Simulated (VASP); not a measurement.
# ScAgC4N4 (Cmmm) in VASP: notebook

ScAgC4N4 is run at these levels: PBE; tasks: single point, relaxation of cell and atoms.

Program: VASP 6.6.1. These are calculated values, not measurements. Logs are shortened: lines on timing, memory, paths and dates and some standing lists are left out, and cuts for length are marked.

### Step 1. The cell of the first run

Symmetry: Cmmm, No. 65, orthorhombic system. Conventional cell: a = 7.512 Å, b = 8.062 Å, c = 7.512 Å, α = 90.00°, β = 90.00°, γ = 90.00°. Within 2.7 Å of Sc (site symmetry mmm) lie 4 C at 2.02 Å. Ag (site symmetry mmm) has 4 N at 2.12 Å within 2.8 Å. C (site symmetry m) has 1 N at 1.17 Å within 1.6 Å. Within 1.6 Å of N (site symmetry m) lie 1 C at 1.17 Å.

### Step 2. Single point, PBE

INCAR

```
PREC = Accurate
ENCUT = 520
EDIFF = 1E-6
ISMEAR = 0
SIGMA = 0.1
LREAL = False
LASPH = True
NELM = 60
ALGO = Normal
ISIF = 2
LWAVE = False
LCHARG = False
GGA = PE
NBANDS = 40
```

KPOINTS

```
regular mesh
0
Gamma
  4 4 2
```

POSCAR

```
ScAgC4N4
1.0
    3.7561512200     -4.0311470800      0.0000000000
    3.7561512200      4.0311470800      0.0000000000
    0.0000000000      0.0000000000      7.5123024400
Sc Ag C N
1 1 4 4
Direct
    0.0000000000      0.0000000000      0.0000000000
    0.5000000000      0.5000000000      0.5000000000
    0.8096762000      0.8096762000      0.8096762000
    0.1903238000      0.1903238000      0.1903238000
    0.8096762000      0.8096762000      0.1903238000
    0.1903238000      0.1903238000      0.8096762000
    0.6995481900      0.6995481900      0.6995481900
    0.3004518100      0.3004518100      0.3004518100
    0.6995481900      0.6995481900      0.3004518100
    0.3004518100      0.3004518100      0.6995481900
```

Potentials or basis: VASP PAW PBE potentials, release 64 (Sc_sv, Ag, C, N).

Launch:

```sh
$ cat potpaw_PBE.64/Sc_sv/POTCAR potpaw_PBE.64/Ag/POTCAR potpaw_PBE.64/C/POTCAR potpaw_PBE.64/N/POTCAR > POTCAR
$ mpirun -np 1 vasp_std > vasp.out
```

OUTCAR:

```text
PREC = Accurate
   ENCUT = 520
   EDIFF = 1E-6
   ISMEAR = 0
   LREAL = False
   LASPH = True
   NELM = 60
   ISIF = 2
   GGA = PE

 ion  position               nearest neighbor table
   1  0.000  0.000  0.000-   3 2.02   4 2.02   5 2.02   6 2.02
   2  0.500  0.500  0.500-   7 2.12   8 2.12   9 2.12  10 2.12
   3  0.810  0.810  0.810-   7 1.17   1 2.02
   4  0.190  0.190  0.190-   8 1.17   1 2.02
   5  0.810  0.810  0.190-   9 1.17   1 2.02
   6  0.190  0.190  0.810-  10 1.17   1 2.02
   7  0.700  0.700  0.700-   3 1.17   2 2.12
   8  0.300  0.300  0.300-   4 1.17   2 2.12
   9  0.700  0.700  0.300-   5 1.17   2 2.12
  10  0.300  0.300  0.700-   6 1.17   2 2.12

  LATTYP: Found a base centered orthorhombic cell.
 ALAT       =     7.5123024400
 B/A-ratio  =     1.0732121376
 C/A-ratio  =     1.0000000000

  Lattice vectors:

 A1 = (   3.7561512200,  -4.0311470800,   0.0000000000)
 A2 = (   3.7561512200,   4.0311470800,   0.0000000000)
 A3 = (   0.0000000000,   0.0000000000,   7.5123024400)

Analysis of symmetry for initial positions (statically):
=====================================================================
 Subroutine PRICEL returns:
 Original cell was already a primitive cell.

 Routine SETGRP: Setting up the symmetry group for a
 base centered orthorhombic supercell.

 Subroutine GETGRP returns: Found  8 space group operations
 (whereof  8 operations were pure point group operations)
 out of a pool of  8 trial point group operations.

The static configuration has the point symmetry D_2h.

Analysis of symmetry for dynamics (positions and initial velocities):
=====================================================================
 Subroutine PRICEL returns:
 Original cell was already a primitive cell.

 Routine SETGRP: Setting up the symmetry group for a
 base centered orthorhombic supercell.

 Subroutine GETGRP returns: Found  8 space group operations
 (whereof  8 operations were pure point group operations)
 out of a pool of  8 trial point group operations.

The dynamic configuration has the point symmetry D_2h.

 Subroutine INISYM returns: Found  8 space group operations
 (whereof  8 operations are pure point group operations),
 and found     1 'primitive' translations

----------------------------------------------------------------------------------------

                                     Primitive cell

  volume of cell :     227.4965

  direct lattice vectors                    reciprocal lattice vectors
     3.756151220 -4.031147080  0.000000000     0.133114981 -0.124034174  0.000000000
     3.756151220  4.031147080  0.000000000     0.133114981  0.124034174  0.000000000
     0.000000000  0.000000000  7.512302440     0.000000000  0.000000000  0.133114981

  length of vectors
     5.509883735  5.509883735  7.512302440     0.181945252  0.181945252  0.133114981

  position of ions in fractional coordinates (direct lattice)
     0.000000000  0.000000000  0.000000000
     0.500000000  0.500000000  0.500000000
     0.809676200  0.809676200  0.809676200
     0.190323800  0.190323800  0.190323800
     0.809676200  0.809676200  0.190323800
     0.190323800  0.190323800  0.809676200
     0.699548190  0.699548190  0.699548190
     0.300451810  0.300451810  0.300451810
     0.699548190  0.699548190  0.300451810
     0.300451810  0.300451810  0.699548190

  ion indices of the primitive-cell ions
   primitive index   ion index
                 1           1
                 2           2
                 3           3
                 4           4
                 5           5
                 6           6
                 7           7
                 8           8
                 9           9
                10          10

----------------------------------------------------------------------------------------

 KPOINTS: regular mesh

Automatic generation of k-mesh.
 Grid dimensions read from file:
 generate k-points for:    4    4    2

 Generating k-lattice:

  Cartesian coordinates                     Fractional coordinates (reciprocal lattice)
     0.033278745 -0.031008544  0.000000000     0.250000000  0.000000000  0.000000000
     0.033278745  0.031008544  0.000000000     0.000000000  0.250000000  0.000000000
     0.000000000  0.000000000  0.066557491     0.000000000  0.000000000  0.500000000

  Length of vectors
     0.045486313  0.045486313  0.066557491

  Shift w.r.t. Gamma in fractional coordinates (k-lattice)
     0.000000000  0.000000000  0.000000000

 Subroutine IBZKPT returns following result:
 ===========================================

 Found     14 irreducible k-points:

 Following reciprocal coordinates:
            Coordinates               Weight
  0.000000  0.000000  0.000000      1.000000
  0.250000 -0.000000  0.000000      4.000000
  0.500000 -0.000000  0.000000      2.000000
  0.250000  0.250000  0.000000      2.000000
  0.500000  0.250000  0.000000      4.000000
 -0.250000  0.250000  0.000000      2.000000
  0.500000  0.500000  0.000000      1.000000
  0.000000  0.000000  0.500000      1.000000
  0.250000 -0.000000  0.500000      4.000000
  0.500000 -0.000000  0.500000      2.000000
  0.250000  0.250000  0.500000      2.000000
  0.500000  0.250000  0.500000      4.000000
 -0.250000  0.250000  0.500000      2.000000
  0.500000  0.500000  0.500000      1.000000
   k-points           NKPTS =     14   k-points in BZ     NKDIM =     14   number of bands    NBANDS=     40
   number of dos      NEDOS =    301   number of ions     NIONS =     10
   total plane-waves  NPLWV =  98784
   dimension x,y,z NGX =    42 NGY =   42 NGZ =   56
   dimension x,y,z NGXF=    84 NGYF=   84 NGZF=  112
   ions per type =               1   1   4   4
   NGX,Y,Z   is equivalent  to a cutoff of  12.67, 12.67, 12.39 a.u.
   NGXF,Y,Z  is equivalent  to a cutoff of  25.34, 25.34, 24.79 a.u.
 SYSTEM =  unknown system
   PREC   = accura    normal or accurate (medium, high low for compatibility)
   ISTART =      0    job   : 0-new  1-cont  2-samecut
   ICHARG =      2    charge: 1-file 2-atom 10-const
   ISPIN  =      1    spin polarized calculation?
   LNONCOLLINEAR =      F non collinear calculations
   LSORBIT =      F    spin-orbit coupling
   LASPH  =      T    aspherical Exc in radial PAW
   ENCUT  =  520.0 eV  38.22 Ry    6.18 a.u.  10.24 10.24 13.97*2*pi/ulx,y,z
   NELM   =     60;   NELMIN=  2; NELMDL= -5     # of ELM steps
   EDIFF  = 0.1E-05   stopping-criterion for ELM
   LREAL  =      F    real-space projection
   EDIFFG = 0.1E-04   stopping-criterion for IOM
   NSW    =      0    number of steps for IOM
   IBRION =     -1    ionic relax: 0-MD 1-quasi-New 2-CG
   NFREE  =      0    steps in history (QN), initial steepest desc. (CG)
   ISIF   =      2    stress and relaxation
   ISYM   =      2    0-nonsym 1-usesym 2-fastsym
   POTIM  = 0.5000    time-step for ionic-motion
   TEBEG  =    0.0;   TEEND  =   0.0 temperature during run
   PSTRESS=    0.0 pullay stress
   NELECT =      58.0000    total number of electrons
   NUPDOWN=      -1.0000    fix difference up-down
   EMIN   =  10.00;   EMAX   =-10.00  energy-range for DOS
   EFERMI =   0.00;   METHOD = LEGACY
   ISMEAR =     0;   SIGMA  =   0.10  broadening in eV -4-tet -1-fermi 0-gaus
   EFERMI_NEDOS =   21; number of points for ismear=-14 and -15
   IALGO  =     38    algorithm
   IMIX   =      4    mixing-type and parameters
     AMIX     =   0.40;   BMIX     =  1.00
     AMIX_MAG =   1.60;   BMIX_MAG =  1.00
  volume/ion in A,a.u.               =      22.75       153.52
  Fermi-wavevector in a.u.,A,eV,Ry     =   1.038068  1.961665 14.661443  1.077586
  Thomas-Fermi vector in A             =   2.172535
   LORBIT       =      0    0 simple, 1 ext, 2 COOP (PROOUT), +10 PAW based schemes
   GGA     = PE    functional components
   LHFCALC =     F    Hartree Fock is set to
   AEXX    =    0.0000 exact exchange contribution
   IVDW    =     0    specifies the selected vdW correction
   LEPSILON=     F    determine dielectric tensor
   LRPA    =     F    only Hartree local field effects (RPA)
 non-spin polarized calculation
 Gauss-broadening in eV      SIGMA  =   0.10
  energy-cutoff  :      520.00
  volume of cell :      227.50
 maximum number of plane-waves:      6164
 NGX is ok and might be reduce to    42
   NGX = 21   NGY = 21   NGZ = 27

 number of electron      58.0000004 magnetization

 Free energy of the ion-electron system (eV)
  ---------------------------------------------------
  ext. energy  EPLUGINS =         0.00000000
  ---------------------------------------------------
  free energy    TOTEN  =       -72.86205035 eV

  energy without entropy =      -72.82731051  energy(sigma->0) =      -72.84468043

 E-fermi :   0.2213     XC(G=0):  -6.8253

 val. band max:        0.1882131778   @ k =   0.0000   0.0000   0.5000
 cond. band min:       0.2425891350   @ k =   0.0000   0.0000   0.5000
 fundamental gap:      0.0543759572
 Fermi energy:         0.2212603696

 k-point     1 :       0.0000    0.0000    0.0000
  band No.  band energies     occupation
      1     -50.1344      2.00000
      2     -29.1336      2.00000
      3     -28.7785      2.00000
      4     -28.7698      2.00000
      5     -18.3963      2.00000
      6     -18.2696      2.00000
[... 32 lines left out ...]
     39       5.2898      0.00000
     40       5.4398      0.00000

 k-point     2 :       0.2500   -0.0000    0.0000
  band No.  band energies     occupation
      1     -50.1344      2.00000
      2     -29.1337      2.00000
      3     -28.7786      2.00000
      4     -28.7698      2.00000
      5     -18.3757      2.00000
      6     -18.2646      2.00000
[... 505 lines left out ...]
     39       5.1512      0.00000
     40       5.2884      0.00000

 k-point    14 :       0.5000    0.5000    0.5000
  band No.  band energies     occupation
      1     -50.1344      2.00000
      2     -29.1339      2.00000
      3     -28.7788      2.00000
      4     -28.7698      2.00000
      5     -18.3249      2.00000
      6     -18.2888      2.00000
[... 32 lines left out ...]
     39       5.0501      0.00000
     40       5.5892      0.00000

------------------------ aborting loop because EDIFF is reached ----------------------------------------

  FORCE on cell =-STRESS in cart. coord.  units (eV):
  Direction    XX          YY          ZZ          XY          YZ          ZX
  --------------------------------------------------------------------------------------
  -------------------------------------------------------------------------------------
  Total       23.2577964     -0.2469652     22.9397197      0.0000000      0.0000000      0.0000000
  in kB      163.7964084     -1.7392885    161.5563068      0.0000000      0.0000000      0.0000000
  external PRESSURE =     107.8711422 kB  Pullay stress =       0.0000000 kB

 VOLUME and BASIS-vectors are now :
 -----------------------------------------------------------------------------
  energy-cutoff  :      520.00
  volume of cell :      227.50
      direct lattice vectors                 reciprocal lattice vectors
     3.756151220 -4.031147080  0.000000000     0.133114981 -0.124034174  0.000000000
     3.756151220  4.031147080  0.000000000     0.133114981  0.124034174  0.000000000
     0.000000000  0.000000000  7.512302440     0.000000000  0.000000000  0.133114981

 POSITION                                       TOTAL-FORCE (eV/Angst)
 -----------------------------------------------------------------------------------
      0.00000      0.00000      0.00000        -0.000000      0.000000      0.000000
      3.75615      0.00000      3.75615        -0.000000      0.000000      0.000000
      6.08253      0.00000      6.08253        -2.135558      0.000000     -2.140111
      1.42977      0.00000      1.42977         2.135558      0.000000      2.140111
      6.08253      0.00000      1.42977        -2.135558      0.000000      2.140111
      1.42977      0.00000      6.08253         2.135558      0.000000     -2.140111
      5.25522      0.00000      5.25522         0.544744      0.000000      0.604936
      2.25708      0.00000      2.25708        -0.544744      0.000000     -0.604936
      5.25522      0.00000      2.25708         0.544744      0.000000     -0.604936
      2.25708      0.00000      5.25522        -0.544744      0.000000      0.604936
 -----------------------------------------------------------------------------------
    total drift:                                0.000000      0.000000      0.000000

  FREE ENERGIE OF THE ION-ELECTRON SYSTEM (eV)
  ---------------------------------------------------
  free  energy   TOTEN  =       -72.8620503543 eV

  energy  without entropy=      -72.8273105145  energy(sigma->0) =      -72.84468043
```

It took 2.6 min on 1 thread of Intel Xeon 6975P-C (Granite Rapids), shared host; peak memory 0.37 GiB.

What came out:

| Item | Value |
| --- | --- |
| Free energy | -72.8621 eV |
| Pressure | 10.8 GPa |
| Largest force | 3.023 eV/Å |
| Band gap on the k mesh | 0.05 eV |

Forces in eV/Å, atoms in the order of the input:
```
Sc   0.000  0.000  0.000
Ag   0.000  0.000  0.000
C   -2.136  0.000 -2.140
C    2.136  0.000  2.140
C   -2.136  0.000  2.140
C    2.136  0.000 -2.140
N    0.545  0.000  0.605
N   -0.545  0.000 -0.605
N    0.545  0.000 -0.605
N   -0.545  0.000  0.605
```

Caveat: the stress differs along the axes, from -0 to 16 GPa; forces of over 1 eV/Å act on the atoms, so gaps and moduli don't describe the material at rest. A k mesh can miss the band edges.

[end of part 1 of 2]
